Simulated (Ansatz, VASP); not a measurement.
## One calculation of Ge, two programs

```
Ge
1.0
     0.00000    2.79068    2.79068
     2.79068    0.00000    2.79068
     2.79068    2.79068    0.00000
Ge
2
Direct
  0.75000 0.75000 0.75000
  0.50000 0.50000 0.50000
```

Change from the starting cell: volume scaled by 0.96.

Alike in both runs: task single point; functional BLYP; k mesh 8 × 8 × 8; collinear spin.

|  | VASP | Ansatz |
| --- | --- | --- |
| version | VASP 6.6.1 | Ansatz 0.2.0 |
| potentials or method | VASP PAW PBE potentials, release 64 (Ge_d), cutoff 520 eV | all-electron LAPW, non-relativistic |
| occupations | methfessel-paxton of order 1, width 0.05 eV | cold, width 0.05 eV |

Ansatz gave:

- gap on the k mesh at the Fermi level (eV): 0.63
- least direct gap on the mesh (eV): 0.90
- pressure (GPa): 11.4
- net moment per atom (μB): 0.00

What did VASP give for the same quantities?

gap on the k mesh at the Fermi level (eV): 0.20; least direct gap on the mesh (eV): 0.20; pressure (GPa): 11.1; net moment per atom (μB): 0.00.

VASP's potentials were made for PBE, not for BLYP. Ansatz ran all-electron here, and VASP with PAW potentials.
